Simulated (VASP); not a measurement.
# Ba3Si2 (R-3m) in VASP: single point with PBE

Aim: the single point of Ba3Si2 with PBE.

Everything below comes from runs of VASP 6.6.1. Logs are shortened: lines on timing, memory, paths and dates and some standing lists are left out, and cuts for length are marked.

## Step 1: The cell of the first run

It takes space group R-3m (No. 166, trigonal). The conventional cell has a = 5.746 Å, b = 5.746 Å, c = 17.543 Å, α = 90.00°, β = 90.00°, γ = 120.00°. Within 4.9 Å of Ba (site symmetry -3m) lie 6 Si at 3.72 Å and 8 Ba at 3.76 to 4.08 Å. Ba (site symmetry 3m) has 7 Si at 3.32 to 4.09 Å and 7 Ba at 3.76 to 4.08 Å within 4.4 Å. Si (site symmetry 3m) has 1 Si at 2.47 Å and 4 Ba at 3.32 to 3.45 Å within 3.5 Å.

## Step 2: Single point, PBE

Input file INCAR:

```
  PREC = Accurate
  ENCUT = 520
  EDIFF = 1E-6
  ISMEAR = 0
  SIGMA = 0.1
  LREAL = False
  LASPH = True
  NELM = 100
  ALGO = Fast
  ISIF = 2
  LWAVE = False
  LCHARG = True
  GGA = PE
  LELF = True
  LVHAR = True
  NBANDS = 27
```

Input file KPOINTS:

```
regular mesh
0
Gamma
  6 6 6
```

Input file POSCAR:

```
Ba3Si2
1.0
    2.8727624794      1.6585901908      5.8477846497
   -2.8727624794      1.6585901908      5.8477846497
    0.0000000000     -3.3171803816      5.8477846497
Ba Si
3 2
Direct
    0.0000000000      0.0000000000      0.0000000000
    0.2328498413      0.2328498413      0.2328498413
    0.7671501587      0.7671501587      0.7671501587
    0.4296626774      0.4296626774      0.4296626774
    0.5703373226      0.5703373226      0.5703373226
```

Potentials or basis: VASP PAW PBE potentials, release 64 (Ba_sv, Si).

Command:

```
$ cat potpaw_PBE.64/Ba_sv/POTCAR potpaw_PBE.64/Si/POTCAR > POTCAR
$ mpirun -np 1 vasp_std > vasp.out
```

OUTCAR:

```text
PREC = Accurate
   ENCUT = 520
   EDIFF = 1E-6
   ISMEAR = 0
   LREAL = False
   LASPH = True
   NELM = 100
   ISIF = 2
   GGA = PE

 ion  position               nearest neighbor table
   1  0.000  0.000  0.000-   5 3.72   5 3.72   4 3.72   4 3.72   5 3.72   4 3.72   2 3.76   3 3.76
                             2 3.76   3 3.76   2 3.76   3 3.76   2 4.08   3 4.08
   2  0.233  0.233  0.233-   5 3.32   5 3.32   5 3.32   4 3.45   1 3.76   1 3.76   1 3.76   3 4.05
                             3 4.05   3 4.05   1 4.08
   3  0.767  0.767  0.767-   4 3.32   4 3.32   4 3.32   5 3.45   1 3.76   1 3.76   1 3.76   2 4.05
                             2 4.05   2 4.05   1 4.08
   4  0.430  0.430  0.430-   5 2.47   3 3.32   3 3.32   3 3.32   2 3.45   1 3.72   1 3.72   1 3.72

   5  0.570  0.570  0.570-   4 2.47   2 3.32   2 3.32   2 3.32   3 3.45   1 3.72   1 3.72   1 3.72

  LATTYP: Found a trigonal (rhomboedric) cell.
 ALAT       =     6.7231146795
 COS(alpha) =     0.6348356290

  Lattice vectors:

 A1 = (   2.8727624794,   1.6585901908,   5.8477846497)
 A2 = (  -2.8727624794,   1.6585901908,   5.8477846497)
 A3 = (   0.0000000000,  -3.3171803816,   5.8477846497)

Analysis of symmetry for initial positions (statically):
=====================================================================
 Subroutine PRICEL returns:
 Original cell was already a primitive cell.

 Routine SETGRP: Setting up the symmetry group for a
 trigonal (rhombohedral) supercell.

 Subroutine GETGRP returns: Found 12 space group operations
 (whereof 12 operations were pure point group operations)
 out of a pool of 12 trial point group operations.

The static configuration has the point symmetry D_3d.

Analysis of symmetry for dynamics (positions and initial velocities):
=====================================================================
 Subroutine PRICEL returns:
 Original cell was already a primitive cell.

 Routine SETGRP: Setting up the symmetry group for a
 trigonal (rhombohedral) supercell.

 Subroutine GETGRP returns: Found 12 space group operations
 (whereof 12 operations were pure point group operations)
 out of a pool of 12 trial point group operations.

The dynamic configuration has the point symmetry D_3d.

 Subroutine INISYM returns: Found 12 space group operations
 (whereof 12 operations are pure point group operations),
 and found     1 'primitive' translations

----------------------------------------------------------------------------------------

[... 96 lines left out ...]
   ENCUT  =  520.0 eV  38.22 Ry    6.18 a.u.  12.50 12.50 12.50*2*pi/ulx,y,z
   NELM   =    100;   NELMIN=  2; NELMDL= -5     # of ELM steps
   EDIFF  = 0.1E-05   stopping-criterion for ELM
   LREAL  =      F    real-space projection
   EDIFFG = 0.1E-04   stopping-criterion for IOM
   NSW    =      0    number of steps for IOM
   IBRION =     -1    ionic relax: 0-MD 1-quasi-New 2-CG
   NFREE  =      0    steps in history (QN), initial steepest desc. (CG)
   ISIF   =      2    stress and relaxation
   ISYM   =      2    0-nonsym 1-usesym 2-fastsym
   POTIM  = 0.5000    time-step for ionic-motion
   TEBEG  =    0.0;   TEEND  =   0.0 temperature during run
   PSTRESS=    0.0 pullay stress
   NELECT =      38.0000    total number of electrons
   NUPDOWN=      -1.0000    fix difference up-down
   EMIN   =  10.00;   EMAX   =-10.00  energy-range for DOS
   EFERMI =   0.00;   METHOD = LEGACY
   ISMEAR =     0;   SIGMA  =   0.10  broadening in eV -4-tet -1-fermi 0-gaus
   EFERMI_NEDOS =   21; number of points for ismear=-14 and -15
   IALGO  =     68    algorithm
   IMIX   =      4    mixing-type and parameters
     AMIX     =   0.40;   BMIX     =  1.00
     AMIX_MAG =   1.60;   BMIX_MAG =  1.00
  volume/ion in A,a.u.               =      33.44       225.64
  Fermi-wavevector in a.u.,A,eV,Ry     =   0.999100  1.888025 13.581342  0.998200
  Thomas-Fermi vector in A             =   2.131367
   LORBIT       =      0    0 simple, 1 ext, 2 COOP (PROOUT), +10 PAW based schemes
   GGA     = PE    functional components
   LHFCALC =     F    Hartree Fock is set to
   AEXX    =    0.0000 exact exchange contribution
   IVDW    =     0    specifies the selected vdW correction
   LEPSILON=     F    determine dielectric tensor
   LRPA    =     F    only Hartree local field effects (RPA)
 non-spin polarized calculation
 RMM-DIIS sequential band-by-band and
 Gauss-broadening in eV      SIGMA  =   0.10
  energy-cutoff  :      520.00
  volume of cell :      167.18
 maximum number of plane-waves:      4545
   NGX = 25   NGY = 25   NGZ = 25

 number of electron      38.0000001 magnetization

 Free energy of the ion-electron system (eV)
  ---------------------------------------------------
  ext. energy  EPLUGINS =         0.00000000
  ---------------------------------------------------
  free energy    TOTEN  =       -17.79049182 eV

  energy without entropy =      -17.77976552  energy(sigma->0) =      -17.78512867

 E-fermi :   3.8948     XC(G=0):  -8.9894

 val. band max:        3.8811211007   @ k =  -0.3333   0.5000   0.3333
 cond. band min:       3.9558527625   @ k =  -0.1667   0.5000   0.1667
 fundamental gap:      0.0747316618
 Fermi energy:         3.8947874776

 k-point     1 :       0.0000    0.0000    0.0000
  band No.  band energies     occupation
      1     -24.8514      2.00000
      2     -24.3686      2.00000
      3     -24.3253      2.00000
      4     -10.2778      2.00000
      5     -10.2136      2.00000
      6     -10.2136      2.00000
[... 709 lines left out ...]
     26       6.3301      0.00000
     27       6.8951      0.00000

 [... further k-points ...]
[... 5 lines left out ...]
  --------------------------------------------------------------------------------------
  -------------------------------------------------------------------------------------
  Total        0.5654409      0.5654409      0.2978203      0.0000000     -0.0000000      0.0000000
  in kB        5.4189652      5.4189652      2.8541938      0.0000000     -0.0000000      0.0000000
  external PRESSURE =       4.5640414 kB  Pullay stress =       0.0000000 kB

 VOLUME and BASIS-vectors are now :
 -----------------------------------------------------------------------------
  energy-cutoff  :      520.00
  volume of cell :      167.18
      direct lattice vectors                 reciprocal lattice vectors
     2.872762479  1.658590191  5.847784650     0.174048500  0.100486948  0.057001643
    -2.872762479  1.658590191  5.847784650    -0.174048500  0.100486948  0.057001643
     0.000000000 -3.317180382  5.847784650     0.000000000 -0.200973896  0.057001643

 POSITION                                       TOTAL-FORCE (eV/Angst)
 -----------------------------------------------------------------------------------
      0.00000      0.00000      0.00000         0.000000     -0.000000      0.000000
      0.00000      0.00000      4.08497         0.000000     -0.000000     -0.022028
      0.00000      0.00000     13.45839         0.000000      0.000000      0.022028
      0.00000      0.00000      7.53772         0.000000      0.000000      0.045636
      0.00000      0.00000     10.00563         0.000000     -0.000000     -0.045636
 -----------------------------------------------------------------------------------
    total drift:                               -0.000000     -0.000000      0.000000

  FREE ENERGIE OF THE ION-ELECTRON SYSTEM (eV)
  ---------------------------------------------------
  free  energy   TOTEN  =       -17.7904918235 eV

  energy  without entropy=      -17.7797655239  energy(sigma->0) =      -17.78512867
```

OSZICAR:

```text
N       E                     dE             d eps       ncg     rms          rms(c)
DAV:   1     0.235091823154E+03    0.23509E+03   -0.16261E+04  1728   0.121E+03
DAV:   2    -0.234253029569E+01   -0.23743E+03   -0.23227E+03  2476   0.222E+02
DAV:   3    -0.179306615382E+02   -0.15588E+02   -0.15407E+02  2280   0.559E+01
DAV:   4    -0.183865410966E+02   -0.45588E+00   -0.45479E+00  2648   0.886E+00
DAV:   5    -0.183933186825E+02   -0.67776E-02   -0.67750E-02  2299   0.107E+00    0.680E+00
RMM:   6    -0.177836619621E+02    0.60966E+00   -0.12852E+00  1969   0.303E+00    0.438E+00
RMM:   7    -0.177898056004E+02   -0.61436E-02   -0.68946E-01  2358   0.241E+00    0.164E+00
RMM:   8    -0.177880441658E+02    0.17614E-02   -0.10763E-01  2237   0.132E+00    0.373E-01
RMM:   9    -0.177898946226E+02   -0.18505E-02   -0.44417E-02  2513   0.767E-01    0.241E-01
RMM:  10    -0.177903750601E+02   -0.48044E-03   -0.74341E-03  2851   0.309E-01    0.170E-01
RMM:  11    -0.177904305247E+02   -0.55465E-04   -0.15508E-03  2603   0.149E-01    0.552E-02
RMM:  12    -0.177904793381E+02   -0.48813E-04   -0.39436E-04  2961   0.683E-02    0.243E-02
RMM:  13    -0.177904871624E+02   -0.78244E-05   -0.98314E-05  3004   0.321E-02    0.149E-02
RMM:  14    -0.177904905541E+02   -0.33917E-05   -0.34039E-05  2776   0.229E-02    0.493E-03
RMM:  15    -0.177904916477E+02   -0.10936E-05   -0.11514E-05  2453   0.111E-02    0.416E-03
RMM:  16    -0.177904918235E+02   -0.17580E-06   -0.38656E-06  1975   0.684E-03
   1 F= -.17790492E+02 E0= -.17785129E+02  d E =-.107263E-01
```

stdout:

```text
POSCAR found type information on POSCAR BaSi
 POSCAR found :  2 types and       5 ions
 scaLAPACK will be used
 LDA part: xc-table for (Slater+PW92), standard interpolation
 POSCAR, INCAR and KPOINTS ok, starting setup
 FFT: planning ... GRIDC
 FFT: planning ... GRID_SOFT
 FFT: planning ... GRID
 WAVECAR not read
 entering main loop
WARNING in EDDRMM: call to ZHEGV failed, returncode =   6  3     15
WARNING in EDDRMM: call to ZHEGV failed, returncode =   6  3     13
WARNING in EDDRMM: call to ZHEGV failed, returncode =   6  3     13
```

Run time: 8 min. Hardware: 1 thread of Oxide Virtual Turin-like, shared host; peak memory 0.38 GiB.

What came out:

```
Free energy            : -17.7905 eV
Pressure               : 0.5 GPa
Largest force          : 0.046 eV/Å
Band gap on the k mesh : zero (bands 19 and 20 overlap by 0.35 eV)
```

Forces on the atoms (eV/Å):
```
Ba   0.000  0.000  0.000
Ba   0.000  0.000 -0.022
Ba   0.000  0.000  0.022
Si   0.000  0.000  0.046
Si   0.000  0.000 -0.046
```

Levels at points of the mesh, in eV from the Fermi level:
```csv
k point,band 15,band 16,band 17,band 18,band 19,band 20,band 21,band 22,band 23,band 24
"(0.00, 0.00, 0.00)",-2.40,-1.92,-1.92,-1.68,-1.68,0.43,1.19,1.19,2.46,3.04
"(0.50, 0.00, 0.00)",-2.57,-1.90,-1.64,-0.13,-0.12,0.66,0.75,1.19,1.22,1.77
"(0.50, 0.50, 0.00)",-2.32,-1.98,-1.33,-1.31,-0.11,0.20,0.66,0.91,1.39,1.51
"(0.50, 0.50, 0.50)",-2.35,-2.35,-1.34,-0.68,-0.18,-0.18,0.21,0.21,1.43,2.33
```

Caveat: spin-orbit coupling is left out, which moves the levels of the heavy elements.

The gap in the log of VASP goes by the Fermi energy; the results here count the filled bands.